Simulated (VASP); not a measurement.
Here is a VASP 6.6.1 calculation.

INCAR

```
PREC     = Accurate       # precision mode
ENCUT    = 520            # plane-wave cutoff, eV
EDIFF    = 1E-7           # SCF threshold, eV
ISMEAR   = -1             # smearing method
SIGMA    = 0.06122561905347299 # smearing width, eV
LREAL    = False          # projectors in reciprocal space
LASPH    = True           # aspherical terms in the spheres
NELM     = 100            # most SCF steps
ALGO     = Normal         # electronic algorithm
ISIF     = 2              # what is computed and relaxed
LWAVE    = False          # write WAVECAR
LCHARG   = False          # write CHGCAR
GGA      = PE             # functional
NBANDS   = 65             # bands
```

Contents of KPOINTS:

```
Automatic mesh
0
Gamma
  11 11 11
```

The input POSCAR:

```
Cu2O5
1.0
    5.1124199549      0.0000000000      0.0000000000
    0.0000000000      5.1124199549      0.0000000000
    0.0000000000      0.0000000000      5.1124199549
Cu O
4 10
Direct
    0.0000000000      0.0000000000      0.0000000000
    0.5000000000      0.5000000000      0.0000000000
    0.5000000000      0.0000000000      0.5000000000
    0.0000000000      0.5000000000      0.5000000000
    0.5000000000      0.0000000000      0.0000000000
    0.0000000000      0.5000000000      0.0000000000
    0.0000000000      0.0000000000      0.5000000000
    0.5000000000      0.5000000000      0.5000000000
    0.7500000000      0.7500000000      0.2500000000
    0.7500000000      0.2500000000      0.7500000000
    0.2500000000      0.7500000000      0.7500000000
    0.7500000000      0.2500000000      0.2500000000
    0.2500000000      0.7500000000      0.2500000000
    0.2500000000      0.2500000000      0.7500000000
```

Potentials or basis: VASP PAW PBE potentials, release 64 (Cu, O).

Launch:

```bash
$ cat potpaw_PBE.64/Cu/POTCAR potpaw_PBE.64/O/POTCAR > POTCAR
$ mpirun -np 1 vasp_std > vasp.out
```

Task: Estimate the band gap on the k mesh.

Result: Zero (bands 52 and 53 overlap by 0.45 eV).

Task: What does it give for the pressure?

Result: -5.3 GPa.

Caveat: the cell stands under tension; semilocal functionals often make such compounds metallic where correlation or magnetic order opens a gap, which also shifts bond lengths. With open d or f shells a metallic result of PBE can be an artefact of self-interaction; +U or a hybrid may open a gap.
